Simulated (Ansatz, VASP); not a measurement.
**One calculation of NaAl2, two programs**

Contents of INCAR:

```
SYSTEM = NaAl2
ALGO = Normal ; EDIFF = 1E-6
ENCUT = 500 ; GGA = PE
GGA_COMPAT = .False. ; ISIF = 2
ISMEAR = 1 ; LASPH = .True.
LCHARG = .False. ; LREAL = .False.
LWAVE = .False. ; NBANDS = 14
NELM = 120 ; PREC = Accurate
SIGMA = 0.017
```

File KPOINTS:

```
k-points
0
Gamma
  4 4 4
  0 0 0
```

Contents of POSCAR:

```
NaAl2
1.0
   -2.1877210000      2.1877210000      3.9802060000
    2.1877210000     -2.1877210000      3.9802060000
    2.1877210000      2.1877210000     -3.9802060000
Na Al
1 2
Direct
    0.0000000000      0.0000000000      0.0000000000
    0.7500000000      0.2500000000      0.5000000000
    0.5000000000      0.5000000000      0.0000000000
```

Input for Ansatz:

```yaml
crystal:
  lattice:
    - [-2.187721, 2.187721, 3.980206]
    - [2.187721, -2.187721, 3.980206]
    - [2.187721, 2.187721, -3.980206]
  atoms:
    - { symbol: Na, position: [0.0, 0.0, 0.0] }
    - { symbol: Al, position: [0.75, 0.25, 0.5] }
    - { symbol: Al, position: [0.5, 0.5, 0.0] }
basis:
  ecutwfc: 420
kpoints:
  mp_grid: { grid: [4, 4, 4] }
  band_path: { path: [[0, 0, 0], [0.5, 0, 0], [0.5, 0.5, 0.5]], npoints: 4 }
hamiltonian:
  xc: pbe
scf:
  occupations: { method: cold, width: 0.017 }
output:
  forces: true
  stress: true
  eigenvalues: true
accuracy: high
```

Alike in both runs: task single point; functional PBE; k mesh 4 × 4 × 4; no spin polarisation.

```csv
,VASP,Ansatz
version,VASP 6.6.1,Ansatz 0.2.0
potentials or method,"VASP PAW PBE potentials, release 64 (Na_pv, Al), cutoff 500 eV","scalar-relativistic, plane waves, PAW"
occupations,"methfessel-paxton of order 1, width 0.017 eV","cold, width 0.017 eV"
valence electrons in the cell,13,15
```

```csv
,VASP,Ansatz,Ansatz less VASP
gap on the k mesh at the Fermi level (eV),none,none,-
pressure (GPa),-2.2,-2.2,+0.01
"traceless stress, the component that is largest in VASP (GPa)",-2.27,-2.26,+0.011
```

A gap of «none» marks a metal or a gap that the smearing closes. VASP's potentials hold 13 valence electrons a cell and Ansatz's 15, so a difference there can come from the potentials and not from the codes.

The k mesh is coarse, so the values compare programs but aren't converged.
